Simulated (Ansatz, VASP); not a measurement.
## One calculation of TaN, two programs

```
Ta N
1.0
     5.19600    0.00000    0.00000
    -2.59800    4.49987    0.00000
     0.00000    0.00000    2.91100
Ta N
3 3
Direct
  0.33333 0.66667 0.50000
  0.66667 0.33333 0.50000
  0.00000 0.00000 0.00000
  0.39285 0.00000 0.00000
  0.60715 0.60715 0.00000
  0.00000 0.39285 0.00000
```

Alike in both runs: task single point; functional PBEsol; k mesh 6 × 6 × 6; occupations gaussian, width 0.1 eV; collinear spin.

|  | VASP | Ansatz |
| --- | --- | --- |
| version | VASP 6.6.1 | Ansatz 0.2.0 |
| potentials or method | VASP PAW PBE potentials, release 64 (Ta_pv, N), cutoff 600 eV | scalar-relativistic, plane waves, PAW |
| valence electrons in the cell | 48 | 54 |

Ansatz gave:

| Item | Value |
| --- | --- |
| gap on the k mesh at the Fermi level (eV) | none |
| pressure (GPa) | -3.8 |
| traceless stress, the component that is largest in VASP (GPa) | -1.65 |
| rms of the force components (eV/Å) | 0.010 |
| net moment per atom (μB) | 0.00 |

Task: Estimate VASP's values.

Result: gap on the k mesh at the Fermi level (eV): none; pressure (GPa): -3.1; traceless stress, the component that is largest in VASP (GPa): -1.73; rms of the force components (eV/Å): 0.013; net moment per atom (μB): 0.00.

VASP's potentials were made for PBE, not for PBEsol. Atom by atom the forces differ by 0.003 eV/Å (rms over components). A gap of «none» marks a metal or a gap that the smearing closes. With one functional, cell and mesh, what is left measures potentials, basis and numerics. VASP's potentials hold 48 valence electrons a cell and Ansatz's 54, so a difference there can come from the potentials and not from the codes. Ansatz's warnings: seeded moment not kept.

Spin-orbit coupling is off throughout.
